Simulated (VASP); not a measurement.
Runs of VASP 6.6.1 on SnSe2. The structure is that of space group P-3m1 (No. 164), or close to it. The cells are those of the table. 

```csv
cell,gap on the mesh (eV),pressure (GPa),largest force (eV/Å)
"a = 3.824, b = 3.824, c = 6.156 Å, angles 90.0, 90.0, 120.0°, 3 atoms",0.81,4.9,(c)
"a = 3.785, b = 3.785, c = 6.095 Å, angles 90.0, 90.0, 120.0°, 3 atoms",0.83,7.4,(b)
"a = 3.746, b = 3.746, c = 6.032 Å, angles 90.0, 90.0, 120.0°, 3 atoms",0.85,10.4,(a)
"a = 3.898, b = 3.898, c = 6.276 Å, angles 90.0, 90.0, 120.0°, 3 atoms",0.76,0.8,0.18
```

Alike in all rows: task single point; level PBE; potentials or basis VASP PAW PBE potentials, release 64 (Sn_d, Se); no spin polarisation; k mesh 6 × 6 × 4; cutoff (eV) 520; smearing gaussian 0.01 eV.

Estimate the missing entries.

(a) 1.36; (b) 1.01; (c) 0.70.

Caveats: spin-orbit coupling is left out, which moves the levels of the heavy elements; this functional lacks dispersion, which binds the layers, so the pressure and a relaxed spacing across them are unreliable; forces of over 1 eV/Å act on the atoms, so gaps and moduli don't describe the material at rest (some runs).

A k mesh can miss the band edges, and the runs leave out spin-orbit coupling on Se, Sn.
